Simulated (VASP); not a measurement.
A run of VASP 6.6.1 is set up as follows.

File INCAR:

```
PREC     = Accurate       # precision mode
ENCUT    = 520            # plane-wave cutoff, eV
EDIFF    = 1E-6           # SCF threshold, eV
ISMEAR   = -1             # smearing method
SIGMA    = 0.05           # smearing width, eV
LREAL    = False          # projectors in reciprocal space
LASPH    = True           # aspherical terms in the spheres
NELM     = 150            # most SCF steps
ALGO     = Normal         # electronic algorithm
ISIF     = 2              # what is computed and relaxed
LWAVE    = False          # write WAVECAR
LCHARG   = True           # write CHGCAR
ISPIN    = 2              # spin polarisation
MAGMOM   = 2 2            # initial moments
LORBIT   = 11             # projections on sites
LMAXMIX  = 4              # l up to which the mixer works
GGA      = PE             # functional
LELF     = True           # ELF
LVHAR    = True         
NBANDS   = 21             # bands
ISYM     = 0
```

File KPOINTS:

```
regular mesh
0
Gamma
  12 7 10
```

File POSCAR:

```
Ni
1.0
    0.0000000000     -1.7680500000     -1.7680500000
   -3.5361000000     -1.7680500000     -1.7680500000
    0.0000000000      1.7680500000     -1.7680500000
Ni
2
Direct
    0.0000000000      0.0000000000      0.0000000000
    0.0000000000      0.5000000000      0.5000000000
```

Potentials or basis: VASP PAW PBE potentials, release 64 (Ni).

Run with:

```sh
$ cat potpaw_PBE.64/Ni/POTCAR > POTCAR
$ mpirun -np 1 vasp_std > vasp.out
```

Task: Predict the pressure.

Result: -2.8 GPa.

Task: What does it give for the net moment?

Result: 1.29 μB per cell.

Task: Estimate the site moments.

Result: Ni +0.66 μB.

Stress tensor (GPa, compression positive):
```
-2.89  0.00  0.00
 0.00 -2.72  0.13
 0.00  0.13 -2.72
```
